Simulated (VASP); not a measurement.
A run of VASP 6.6.1 is set up as follows.

Contents of INCAR:

```
SYSTEM = C
ALGO     = Normal         ! electronic algorithm
EDIFF    = 1E-7           ! SCF threshold, eV
ENCUT    = 520            ! plane-wave cutoff, eV
GGA      = PE             ! functional
ISIF     = 2              ! what is computed and relaxed
ISMEAR   = 0              ! smearing method
LASPH    = .TRUE.         ! aspherical terms in the spheres
LCHARG   = .FALSE.        ! write CHGCAR
LREAL    = Auto         
LWAVE    = .FALSE.        ! write WAVECAR
NBANDS   = 46             ! bands
NELM     = 80             ! most SCF steps
PREC     = Accurate       ! precision mode
SIGMA    = 0.02           ! smearing width, eV
```

Contents of KPOINTS:

```
k-points
0
G
  12 12 2
  0 0 0
```

Contents of POSCAR:

```
C
1.0
    2.5217134727      0.0000000000      0.0000000000
   -1.2608567363      2.1838679284      0.0000000000
    0.0000000000      0.0000000000     16.5532551391
C
16
Direct
    0.0000000000      0.0000000000      0.0467068132
    0.0000000000      0.0000000000      0.5467068132
    0.0000000000      0.0000000000      0.4532931868
    0.0000000000      0.0000000000      0.9532931868
    0.3333333333      0.6666666667      0.0778770114
    0.6666666667      0.3333333333      0.5778770114
    0.3333333333      0.6666666667      0.4221229886
    0.6666666667      0.3333333333      0.9221229886
    0.3333333333      0.6666666667      0.1712319725
    0.6666666667      0.3333333333      0.6712319725
    0.3333333333      0.6666666667      0.3287680275
    0.6666666667      0.3333333333      0.8287680275
    0.3333333333      0.6666666667      0.7974130762
    0.6666666667      0.3333333333      0.2974130762
    0.3333333333      0.6666666667      0.7025869238
    0.6666666667      0.3333333333      0.2025869238
```

Potentials or basis: VASP PAW PBE potentials, release 64 (C).

Run with:

```sh
$ cat potpaw_PBE.64/C/POTCAR > POTCAR
$ mpirun -np 1 vasp_std > vasp.out
```

Problem. Predict the largest force.

Solution. 0.008 eV/Å.

Problem. What does it give for the band gap on the k mesh?

Solution. 4.39 eV (least direct gap 5.42 eV).

Forces on the atoms (eV/Å):
```
C    0.000  0.000  0.008
C    0.000  0.000  0.008
C    0.000  0.000 -0.008
C    0.000  0.000 -0.008
C    0.000  0.000 -0.004
C    0.000  0.000 -0.004
C    0.000  0.000  0.004
C    0.000  0.000  0.004
C    0.000  0.000 -0.002
C    0.000  0.000 -0.002
C    0.000  0.000  0.002
C    0.000  0.000  0.002
C    0.000  0.000  0.003
C    0.000  0.000  0.003
C    0.000  0.000 -0.003
C    0.000  0.000 -0.003
```

A k mesh can miss the band edges. As with any semilocal functional, this PBE gap is likely too small.
